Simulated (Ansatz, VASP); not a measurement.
## Two plane-wave programs on As

```xyz
4
Lattice="3.1170 0.0000 0.0000 -1.5585 2.6994 0.0000 0.0000 0.0000 10.0529" Properties=species:S:1:pos:R:3 pbc="T T T"
As    0.0000    0.0000    0.0000
As    0.0000    0.0000    5.0264
As    0.0000    1.7996    7.5397
As    1.5585    0.8998    2.5132
```

Alike in both runs: task relaxation of cell and atoms; functional PBEsol; k mesh 6 × 6 × 2; occupations gaussian, width 0.1 eV; no spin polarisation.

|  | VASP | Ansatz |
| --- | --- | --- |
| version | VASP 6.6.1 | Ansatz 0.2.0 |
| potentials or method | VASP PAW PBE potentials, release 64 (As), cutoff 600 eV | scalar-relativistic, plane waves, PAW |
| valence electrons in the cell | 20 | 60 |

|  | VASP | Ansatz | Ansatz less VASP |
| --- | --- | --- | --- |
| gap on the k mesh at the Fermi level, each at its own relaxed structure (eV) | none | none | - |
| relaxed volume (Å³/atom) | 18.45 | 18.39 | -0.065 |
| relaxed cell length with the largest relative difference (Å) | 9.925 | 9.908 | -0.0172 |

VASP's potentials were made for PBE, not for PBEsol. A gap of «none» marks a metal or a gap that the smearing closes. VASP's potentials hold 20 valence electrons a cell and Ansatz's 60, so a difference there can come from the potentials and not from the codes.

The k mesh is coarse, so the values compare programs but aren't converged.
